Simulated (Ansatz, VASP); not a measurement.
**Two plane-wave programs on GaSb**

INCAR

```
  ALGO = Normal
  EDIFF = 1E-7
  ENCUT = 520
  GGA = PE
  ISIF = 2
  ISMEAR = 0
  LASPH = T
  LCHARG = F
  LREAL = F
  LWAVE = F
  NBANDS = 16
  NELM = 100
  PREC = Accurate
  SIGMA = 0.15
```

KPOINTS

```
k-points
0
Gamma
  16 16 16
```

POSCAR

```
GaSb
1.0
   -2.8351000000      2.8351000000      1.6207000000
    2.8351000000     -2.8351000000      1.6207000000
    2.8351000000      2.8351000000     -1.6207000000
Ga Sb
1 1
Direct
    0.2500000000      0.7500000000      0.5000000000
    0.0000000000      0.0000000000      0.0000000000
```

Input for Ansatz:

```yaml
crystal:
  lattice:
    - [-2.8351, 2.8351, 1.6207]
    - [2.8351, -2.8351, 1.6207]
    - [2.8351, 2.8351, -1.6207]
  atoms:
    - { symbol: Ga, position: [0.25, 0.75, 0.5] }
    - { symbol: Sb, position: [0.0, 0.0, 0.0] }
basis:
  ecutwfc: 420
kpoints:
  mp_grid: { grid: [16, 16, 16] }
hamiltonian:
  xc: pbe
  pseudopotentials: { kind: paw, azcp: { folder: soft_1 } }
scf:
  occupations: { method: gaussian, width: 0.15 }
output:
  forces: true
  stress: true
  eigenvalues: true
```

Alike in both runs: task single point; functional PBE; k mesh 16 × 16 × 16; occupations gaussian, width 0.15 eV; no spin polarisation.

|  | VASP | Ansatz |
| --- | --- | --- |
| version | VASP 6.6.1 | Ansatz 0.2.0 |
| potentials or method | VASP PAW PBE potentials, release 64 (Ga_d, Sb), cutoff 520 eV | scalar-relativistic, plane waves, PAW |
| valence electrons in the cell | 18 | 28 |

```tsv
	VASP	Ansatz	Ansatz less VASP
gap on the k mesh at the Fermi level (eV)	none	none	-
pressure (GPa)	-3.2	-3.2	0.00
traceless stress, the component that is largest in VASP (GPa)	0.21	0.24	+0.035
```

A gap of «none» marks a metal or a gap that the smearing closes. The functional is the same, so the differences come from potentials, cutoffs and numerics. VASP's potentials hold 18 valence electrons a cell and Ansatz's 28, so a difference there can come from the potentials and not from the codes.

Neither program's run includes spin-orbit coupling.
